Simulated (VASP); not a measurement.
Here is a VASP 6.6.1 calculation.

POSCAR

```
Ge
1.0
    1.3971490000     -2.6005160000      0.0000000000
    1.3971490000      2.6005160000      0.0000000000
    0.0000000000      0.0000000000      2.6982310000
Ge
1
Direct
    0.5000000000      0.5000000000      0.0000000000
```

The input INCAR.step1:

```
PREC = Accurate
ENCUT = 520
EDIFF = 1E-5
ISMEAR = -1
SIGMA = 0.05
LREAL = False
LASPH = True
NELM = 60
ALGO = Normal
ISIF = 2
LWAVE = True
LCHARG = False
GGA = PE
NBANDS = 13
```

INCAR.step2

```
PREC = Accurate
ENCUT = 520
EDIFF = 1E-7
ISMEAR = -1
SIGMA = 0.05
LREAL = False
LASPH = True
NELM = 60
ALGO = Normal
ISIF = 2
LWAVE = False
LCHARG = False
GGA = PE
LHFCALC = True
AEXX = 0.25
PRECFOCK = Normal
ISTART = 1
NBANDS = 13
```

KPOINTS

```
Automatic mesh
0
Gamma
  6 6 5
```

Potentials or basis: VASP PAW PBE potentials, release 64 (Ge_d).

Run with:

```bash
$ cat potpaw_PBE.64/Ge_d/POTCAR > POTCAR
$ cp INCAR.step1 INCAR
$ mpirun -np 1 vasp_std > vasp.out
$ cp INCAR.step2 INCAR
$ mpirun -np 1 vasp_std > vasp.out
```

Estimate the band gap on the k mesh.

zero (bands 7 and 8 overlap by 11.84 eV).

What does it give for the pressure?

-0.8 GPa.

Stress tensor (GPa, compression positive):
```
  3.79   0.00   0.00
  0.00 -11.20   0.00
  0.00   0.00   5.04
```

Caveat: the k points lie up to 0.47 Å⁻¹ apart, too coarse for converged energies and pressures of a metal; the PAW data sets were made with another functional, which shifts forces and pressure a little.
